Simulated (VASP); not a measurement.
# BeTe (fl.b): single point with LDA

Crystal: BeTe (fl.b).

```
CELL_PARAMETERS angstrom
0.00000 2.77741 2.77741
2.77741 0.00000 2.77741
2.77741 2.77741 0.00000
ATOMIC_POSITIONS crystal
Be 0.00000 0.00000 0.00000
Te 0.25000 0.25000 0.25000
```

```
Program                : VASP 6.6.1
Task                   : single point
Functional             : LDA
Potentials or basis    : VASP PAW LDA potentials, release 64 (Be, Te)
Cutoff                 : 600 eV
k mesh                 : 8 × 8 × 8
Occupations            : gaussian, width 0.02 eV
Spin                   : no spin polarisation
Dipole correction      : no
Further INCAR settings : ALGO = Normal; EDIFF = 1e-06; NBANDS = 11
```

```json
{"Pressure": "0.3 GPa", "Band gap on the k mesh": "1.77 eV, indirect (least direct gap 3.55 eV)"}
```

Levels at points of the mesh, in eV from the valence-band top:
```tsv
k point	band 1	band 2	band 3	band 4	band 5	band 6	band 7	band 8
(0.00, 0.00, 0.00)	-12.60	0.00	0.00	0.00	3.55	3.55	3.55	4.03
(0.50, 0.00, 0.00)	-11.16	-5.80	-1.20	-1.20	3.17	4.54	4.54	7.63
(0.50, 0.50, 0.00)	-10.63	-5.30	-2.80	-2.80	1.77	2.59	9.86	9.86
```

It took 5.2 s on 1 thread of Intel(R) Xeon(R) 6975P-C (Granite Rapids) (shared host), peak memory 0.15 GiB.

Caveat: spin-orbit coupling is left out, which moves the levels of the heavy elements. A k mesh can miss the band edges.
